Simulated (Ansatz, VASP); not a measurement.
# NaH: VASP beside Ansatz

The input INCAR:

```
SYSTEM = NaH
PREC     = Accurate       ! precision mode
ENCUT    = 520            ! plane-wave cutoff, eV
EDIFF    = 1E-7           ! SCF threshold, eV
ISMEAR   = -1             ! smearing method
SIGMA    = 0.03           ! smearing width, eV
LREAL    = .False.        ! projectors in reciprocal space
LASPH    = .True.         ! aspherical terms in the spheres
NELM     = 100            ! most SCF steps
ALGO     = Normal         ! electronic algorithm
ISIF     = 2              ! what is computed and relaxed
LWAVE    = .False.        ! write WAVECAR
LCHARG   = .False.        ! write CHGCAR
GGA      = PS             ! functional
NBANDS   = 11             ! bands
```

The input KPOINTS:

```
Automatic mesh
0
Gamma
  9 9 9
  0 0 0
```

Contents of POSCAR:

```
NaH
1.0
    0.0000000000      2.4644000000      2.4400000000
    2.4644000000      0.0000000000      2.4400000000
    2.4644000000      2.4644000000      0.0000000000
Na H
1 1
Direct
    0.0000000000      0.0000000000      0.0000000000
    0.5000000000      0.5000000000      0.5000000000
```

Input for Ansatz:

```yaml
crystal:
  lattice:
    - [0.0, 2.4644, 2.44]
    - [2.4644, 0.0, 2.44]
    - [2.4644, 2.4644, 0.0]
  atoms:
    - { symbol: Na, position: [0.0, 0.0, 0.0] }
    - { symbol: H, position: [0.5, 0.5, 0.5] }
kpoints:
  mp_grid: { grid: [9, 9, 9] }
  band_path:
    path:
      - [0.0, 0.0, 0.0]
      - [0.0, 0.5, 0.5]
      - [0.25, 0.75, 0.5]
      - [0.0, 0.5, 0.0]
      - [0.0, 0.0, 0.0]
      - [0.5, 0.5, 0.0]
      - [0.3775125, 0.6224875, 0.0]
      - [-0.3775125, 0.3775125, 0.0]
      - [0.0, 0.0, 0.0]
    npoints: 5
scf:
  occupations: { method: fermi_dirac, width: 0.03 }
hamiltonian:
  xc: pbesol
  pseudopotentials: { kind: all_electron, lapw: { basis_error: 0.001 } }
output:
  forces: true
  stress: true
  eigenvalues: true
```

Change from the starting cell: equal xx and yy strain of +1 %.

Alike in both runs: task single point; functional PBEsol; k mesh 9 × 9 × 9; occupations fermi-dirac, width 0.03 eV; no spin polarisation.

|  | VASP | Ansatz |
| --- | --- | --- |
| version | VASP 6.6.1 | Ansatz 0.2.0 |
| potentials or method | VASP PAW PBE potentials, release 64 (Na_pv, H), cutoff 520 eV | all-electron LAPW, scalar-relativistic |

|  | VASP | Ansatz | Ansatz less VASP |
| --- | --- | --- | --- |
| gap on the k mesh at the Fermi level (eV) | 3.77 | 3.77 | +0.002 |
| pressure (GPa) | -1.6 | -1.6 | +0.02 |
| traceless stress, the component that is largest in VASP (GPa) | 0.17 | 0.16 | -0.003 |

VASP's potentials were made for PBE, not for PBEsol. Ansatz ran all-electron here, and VASP with PAW potentials.
